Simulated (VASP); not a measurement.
# C (Cmcm) in VASP: notebook, part 2 of 2

VASP 6.6.1. The steps go on from the part before.

## (4) Single point, PBEsol

Input file INCAR:

```
SYSTEM = C
ALGO = Normal
EDIFF = 1E-7
ENCUT = 520
GGA = PS
ISIF = 2
ISMEAR = 0
LASPH = .TRUE.
LCHARG = .FALSE.
LREAL = .FALSE.
LWAVE = .FALSE.
NBANDS = 16
NELM = 80
PREC = Accurate
SIGMA = 0.15
```

Input file KPOINTS:

```
k-points
0
G
  18 18 6
  0 0 0
```

Input file POSCAR:

```
C
1.0
    2.4587330167      0.0000000000      0.0000000000
   -1.2293665084      2.1293252536      0.0000000000
    0.0000000000      0.0000000000      7.2458067263
C
4
Direct
    0.0333407926      0.0666815852      0.0025000000
   -0.0333407926     -0.0666815852      0.5025000000
    0.3666772294      0.7333544588      0.0025000000
    0.6333227706      0.2666455412      0.5025000000
```

Potentials or basis: VASP PAW PBE potentials, release 64 (C).

Run with:

```
$ cat potpaw_PBE.64/C/POTCAR > POTCAR
$ mpirun -np 1 vasp_std > vasp.out
```

OUTCAR:

```text
SYSTEM = C
   EDIFF = 1E-7
   ENCUT = 520
   GGA = PS
   ISIF = 2
   ISMEAR = 0
   LASPH = .TRUE.
   LREAL = .FALSE.
   NELM = 80
   PREC = Accurate

 ion  position               nearest neighbor table
   1  0.033  0.067  0.002-   3 1.42   3 1.42   3 1.42
   2  0.967  0.933  0.502-   4 1.42   4 1.42   4 1.42
   3  0.367  0.733  0.002-   1 1.42   1 1.42   1 1.42
   4  0.633  0.267  0.502-   2 1.42   2 1.42   2 1.42

  LATTYP: Found a hexagonal cell.
 ALAT       =     2.4587330167
 C/A-ratio  =     2.9469676769

  Lattice vectors:

 A1 = (   2.4587330167,   0.0000000000,   0.0000000000)
 A2 = (  -1.2293665084,   2.1293252536,   0.0000000000)
 A3 = (   0.0000000000,   0.0000000000,   7.2458067263)

Analysis of symmetry for initial positions (statically):
=====================================================================
 Subroutine PRICEL returns:
 Original cell was already a primitive cell.

 Routine SETGRP: Setting up the symmetry group for a
 hexagonal supercell.

 Subroutine GETGRP returns: Found  8 space group operations
[... 172 lines left out ...]

 val. band max:        3.9956867160   @ k =   0.3333   0.3333   0.5000
 cond. band min:       4.0037033502   @ k =   0.3333   0.3333   0.5000
 fundamental gap:      0.0080166341
 Fermi energy:         3.9976384025

 k-point     1 :       0.0000    0.0000    0.0000
  band No.  band energies     occupation
      1     -15.6212      2.00000
      2     -15.4557      2.00000
      3      -4.3368      2.00000
      4      -2.9997      2.00000
      5       1.0072      2.00000
      6       1.0133      2.00000
[... 433 lines left out ...]
      3      -3.7106      2.00000
      4      -2.4044      2.00000
      5      -0.7756      2.00000
      6      -0.7490      2.00000
[... 8 lines left out ...]
     15      14.1376      0.00000
     16      14.1503      0.00000

 [... further k-points ...]

------------------------ aborting loop because EDIFF is reached ----------------------------------------

  FORCE on cell =-STRESS in cart. coord.  units (eV):
  Direction    XX          YY          ZZ          XY          YZ          ZX
  --------------------------------------------------------------------------------------
  -------------------------------------------------------------------------------------
  Total        0.2601355      0.2325004     -0.0012271     -0.0000000      0.0000000      0.0000000
  in kB       10.9867732      9.8196068     -0.0518280     -0.0000000      0.0000000      0.0000000
  external PRESSURE =       6.9181840 kB  Pullay stress =       0.0000000 kB

 VOLUME and BASIS-vectors are now :
 -----------------------------------------------------------------------------
  energy-cutoff  :      520.00
  volume of cell :       37.94
      direct lattice vectors                 reciprocal lattice vectors
     2.458733017  0.000000000  0.000000000     0.406713536  0.234816170  0.000000000
    -1.229366508  2.129325254  0.000000000     0.000000000  0.469632339  0.000000000
     0.000000000  0.000000000  7.245806726     0.000000000  0.000000000  0.138010858

 POSITION                                       TOTAL-FORCE (eV/Angst)
 -----------------------------------------------------------------------------------
     -0.00000      0.14199      0.01811         0.000000     -0.002565      0.000000
      1.22937      1.98734      3.64102        -0.000000      0.002565      0.000000
     -0.00000      1.56155      0.01811         0.000000     -0.001745      0.000000
      1.22937      0.56778      3.64102        -0.000000      0.001745      0.000000
 -----------------------------------------------------------------------------------
    total drift:                               -0.000000     -0.000000     -0.000010

  FREE ENERGIE OF THE ION-ELECTRON SYSTEM (eV)
  ---------------------------------------------------
  free  energy   TOTEN  =       -38.5790044591 eV

  energy  without entropy=      -38.5778954755  energy(sigma->0) =      -38.57844997
```

OSZICAR:

```text
N       E                     dE             d eps       ncg     rms          rms(c)
DAV:   1     0.300704759864E+02    0.30070E+02   -0.76382E+03 11648   0.908E+02
DAV:   2    -0.382518218051E+02   -0.68322E+02   -0.62341E+02 16352   0.184E+02
DAV:   3    -0.409956586130E+02   -0.27438E+01   -0.27295E+01 15384   0.344E+01
DAV:   4    -0.410197712378E+02   -0.24113E-01   -0.24103E-01 14592   0.387E+00
DAV:   5    -0.410201714857E+02   -0.40025E-03   -0.40022E-03 15248   0.472E-01    0.908E+00
DAV:   6    -0.391685666654E+02    0.18516E+01   -0.12634E+00 13904   0.697E+00    0.527E+00
DAV:   7    -0.385726105457E+02    0.59596E+00   -0.15429E+00 14496   0.781E+00    0.136E+00
DAV:   8    -0.385800110592E+02   -0.74005E-02   -0.70946E-02 13936   0.158E+00    0.268E-01
DAV:   9    -0.385787816464E+02    0.12294E-02   -0.18969E-03 14760   0.296E-01    0.103E-01
DAV:  10    -0.385790050791E+02   -0.22343E-03   -0.78264E-04 12664   0.166E-01    0.714E-02
DAV:  11    -0.385790028043E+02    0.22747E-05   -0.30082E-05 14928   0.361E-02    0.116E-02
DAV:  12    -0.385790043505E+02   -0.15462E-05   -0.15200E-06 13696   0.848E-03    0.321E-03
DAV:  13    -0.385790045526E+02   -0.20205E-06   -0.27454E-07 14184   0.390E-03    0.839E-04
DAV:  14    -0.385790044591E+02    0.93464E-07   -0.28850E-08 10952   0.127E-03
   1 F= -.38579004E+02 E0= -.38578450E+02  d E =-.110898E-02
```

stdout:

```text
POSCAR found type information on POSCAR C
 POSCAR found :  1 types and       4 ions
 scaLAPACK will be used
 -----------------------------------------------------------------------------
|                                                                             |
|                                                                             |
|     You enforced a specific xc type in the INCAR file but a different       |
|     I HOPE YOU KNOW WHAT YOU ARE DOING!                                     |
|                                                                             |
 -----------------------------------------------------------------------------

 LDA part: xc-table for (Slater+PW92), standard interpolation
 POSCAR, INCAR and KPOINTS ok, starting setup
 FFT: planning ... GRIDC
 FFT: planning ... GRID_SOFT
 FFT: planning ... GRID
 WAVECAR not read
 entering main loop
```

Wall time 3.8 min (1 thread of Intel Xeon 8259CL, shared host); peak memory 0.26 GiB.

Results:

- Free energy: -38.5790 eV
- Pressure: 0.7 GPa

Forces in eV/Å, atoms in the order of the input:
```
C    0.000 -0.003  0.000
C    0.000  0.003  0.000
C    0.000 -0.002  0.000
C    0.000  0.002  0.000
```

Caveat: this functional lacks dispersion, which binds the layers, so the pressure and a relaxed spacing across them are unreliable; the PAW data sets were made with another functional, which shifts forces and pressure a little.

## (5) Single point, PBEsol

Input file INCAR:

```
SYSTEM = C
  PREC = Accurate
  ENCUT = 520
  EDIFF = 1E-7
  ISMEAR = 0
  SIGMA = 0.15
  LREAL = .False.
  LASPH = .True.
  NELM = 80
  ALGO = Normal
  ISIF = 2
  LWAVE = .False.
  LCHARG = .False.
  GGA = PS
  NBANDS = 16
```

Input file KPOINTS:

```
Automatic mesh
0
Gamma
  18 18 6
  0 0 0
```

Input file POSCAR:

```
C
1.0
    2.4587330167      0.0000000000      0.0000000000
   -1.2293665084      2.1293252536      0.0000000000
    0.0000000000      0.0000000000      7.2458067263
C
4
Direct
   -0.1000223778     -0.2000447555      0.0025000000
    0.1000223778      0.2000447555      0.5025000000
    0.2333016451      0.4666032901      0.0025000000
    0.7666983549      0.5333967099      0.5025000000
```

Run with:

```
$ cat potpaw_PBE.64/C/POTCAR > POTCAR
$ mpirun -np 1 vasp_std > vasp.out
```

Wall time 3.8 min (1 thread of Intel Xeon 8259CL, shared host); peak memory 0.26 GiB.

It converged, with:

```
Free energy   : -38.5681 eV
Pressure      : 0.8 GPa
Largest force : 0.012 eV/Å
```

Forces on the atoms (eV/Å):
```
C    0.000  0.011  0.000
C    0.000 -0.011  0.000
C    0.000  0.012  0.000
C    0.000 -0.012  0.000
```

Stress tensor (GPa, compression positive):
```
0.88 0.00 0.00
0.00 0.96 0.00
0.00 0.00 0.60
```

Levels at points of the mesh, in eV from the Fermi level:
| k point | band 6 | band 7 | band 8 | band 9 | band 10 | band 11 |
| --- | --- | --- | --- | --- | --- | --- |
| (0.00, 0.00, 0.00) | -2.99 | -2.98 | -2.98 | 3.52 | 8.34 | 8.36 |
| (0.50, 0.00, 0.00) | -6.40 | -2.79 | -1.95 | 1.15 | 2.24 | 7.41 |
| (0.00, 0.50, 0.00) | -6.39 | -2.70 | -2.09 | 1.30 | 2.14 | 7.33 |
| (0.00, 0.00, 0.50) | -2.98 | -2.98 | -2.98 | 5.63 | 5.63 | 8.36 |
| (0.50, 0.00, 0.50) | -6.41 | -2.38 | -2.38 | 1.63 | 1.63 | 7.44 |
| (0.00, 0.50, 0.50) | -6.41 | -2.38 | -2.38 | 1.63 | 1.63 | 7.44 |

Caveat: this functional lacks dispersion, which binds the layers, so the pressure and a relaxed spacing across them are unreliable; the PAW data sets were made with another functional, which shifts forces and pressure a little.

## (6) Single point, PBEsol

Input file INCAR:

```
PREC = Accurate ; ENCUT = 520
EDIFF = 1E-6 ; ISMEAR = 0
SIGMA = 0.15 ; LREAL = False
LASPH = True ; NELM = 100
ALGO = Normal ; ISIF = 2
LWAVE = False ; LCHARG = True
GGA = PS ; LELF = True
LVHAR = True ; NBANDS = 16
```

Input file KPOINTS:

```
Automatic mesh
0
Gamma
  18 18 6
```

Input file POSCAR:

```
C
1.0
    2.4587330167      0.0000000000      0.0000000000
   -1.2293665084      2.1293252536      0.0000000000
    0.0000000000      0.0000000000      7.2458067263
C
4
Direct
   -0.0666815852     -0.1333631704      0.0025000000
    0.0666815852      0.1333631704      0.5025000000
    0.2666455411      0.5332910823      0.0025000000
    0.7333544589      0.4667089177      0.5025000000
```

Potentials or basis: VASP PAW PBE potentials, release 64 (C).

Run with:

```
$ cat potpaw_PBE.64/C/POTCAR > POTCAR
$ mpirun -np 1 vasp_std > vasp.out
```

Run time: 4 min. Hardware: 1 thread of Intel Xeon 8259CL, shared host; peak memory 0.26 GiB.

Results (log left out):

```
Free energy   : -38.5744 eV
Pressure      : 0.7 GPa
Largest force : 0.010 eV/Å
```

Forces in eV/Å, atoms in the order of the input:
```
C    0.000  0.009  0.000
C    0.000 -0.009  0.000
C    0.000  0.010  0.000
C    0.000 -0.010  0.000
```

Stress tensor (GPa, compression positive):
```
0.93 0.00 0.00
0.00 1.04 0.00
0.00 0.00 0.24
```

Levels at points of the mesh, in eV from the Fermi level:
```
           k point  band 6  band 7  band 8  band 9  band 10  band 11
(0.00, 0.00, 0.00)   -2.99   -2.98   -2.98    3.52     8.35     8.35
(0.50, 0.00, 0.00)   -6.40   -2.75   -2.01    1.24     2.16     7.41
(0.00, 0.50, 0.00)   -6.40   -2.55   -2.28    1.53     1.95     7.33
(0.00, 0.00, 0.50)   -2.99   -2.99   -2.99    5.62     5.62     8.36
(0.50, 0.00, 0.50)   -6.41   -2.38   -2.38    1.63     1.63     7.44
(0.00, 0.50, 0.50)   -6.41   -2.38   -2.38    1.63     1.63     7.44
```

Caveat: this functional lacks dispersion, which binds the layers, so the pressure and a relaxed spacing across them are unreliable; the PAW data sets were made with another functional, which shifts forces and pressure a little.

## (7) Summary

| cell | pressure (GPa) | largest force (eV/Å) |
| --- | --- | --- |
| as given, atomic positions A | 0.7 | - |
| as given, atomic positions B | 0.7 | - |
| as given, atomic positions C | 0.7 | - |
| as given, atomic positions D | 0.8 | 0.01 |
| as given, atomic positions E | 0.7 | 0.01 |

Alike in all rows: task single point; level PBEsol; potentials or basis VASP PAW PBE potentials, release 64 (C); no spin polarisation; k mesh 18 × 18 × 6; cutoff (eV) 520; smearing gaussian 0.15 eV.

Caveats: this functional lacks dispersion, which binds the layers, so the pressure and a relaxed spacing across them are unreliable; the PAW data sets were made with another functional, which shifts forces and pressure a little.

Absolute energies hang on the potentials; compare differences alone.
